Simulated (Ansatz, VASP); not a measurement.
AlN: VASP beside Ansatz

INCAR

```
SYSTEM = AlN
ALGO = Normal
EDIFF = 1E-8
ENCUT = 520
GGA = CA
ISIF = 2
ISMEAR = -1
LASPH = .TRUE.
LCHARG = .FALSE.
LEFG = .TRUE.
LREAL = .FALSE.
LWAVE = .FALSE.
NBANDS = 11
NELM = 100
PREC = Accurate
SIGMA = 0.02
```

KPOINTS

```
k-points
0
G
  10 10 10
  0 0 0
```

Contents of POSCAR:

```
AlN
1.0
    0.0000000000      1.9647244322      1.9647244322
    1.9647244322      0.0000000000      1.9647244322
    1.9647244322      1.9647244322      0.0000000000
Al N
1 1
Direct
    0.0000000000      0.0000000000      0.0000000000
    0.5000000000      0.5000000000      0.5000000000
```

Input for Ansatz:

```yaml
crystal:
  lattice:
    - [0.0, 1.9647244322, 1.9647244322]
    - [1.9647244322, 0.0, 1.9647244322]
    - [1.9647244322, 1.9647244322, 0.0]
  atoms:
    - { symbol: Al, position: [0.0, 0.0, 0.0] }
    - { symbol: "N", position: [0.5, 0.5, 0.5] }
kpoints:
  mp_grid: { grid: [10, 10, 10] }
scf:
  occupations: { method: fermi_dirac, width: 0.02 }
hamiltonian:
  xc: lda
  pseudopotentials: { kind: paw }
output:
  forces: true
  stress: true
  eigenvalues: true
  efg: { contact_densities: true }
  write_density: true
  write_potential: true
  elf: true
  volumetric_format: npy
```

Change from the starting cell: volume scaled by 0.98, PAW files.

Alike in both runs: task electric field gradients; functional LDA; k mesh 10 × 10 × 10; occupations fermi-dirac, width 0.02 eV; no spin polarisation.

|  | VASP | Ansatz |
| --- | --- | --- |
| version | VASP 6.6.1 | Ansatz 0.2.0 |
| potentials or method | VASP PAW LDA potentials, release 64 (Al, N) | PAW with Ansatz's default frozen-core files, scalar-relativistic |
| plane-wave cutoff (eV) | 520 | 420 |
| valence electrons in the cell | 8 | 8 |

|  | VASP | Ansatz | Ansatz less VASP |
| --- | --- | --- | --- |
| gap on the k mesh at the Fermi level (eV) | 5.03 | 5.03 | +0.002 |
| pressure (GPa) | 20.1 | 19.3 | -0.88 |

LDA's correlation is that of Perdew and Zunger in VASP and of Perdew and Wang (1992) in Ansatz.
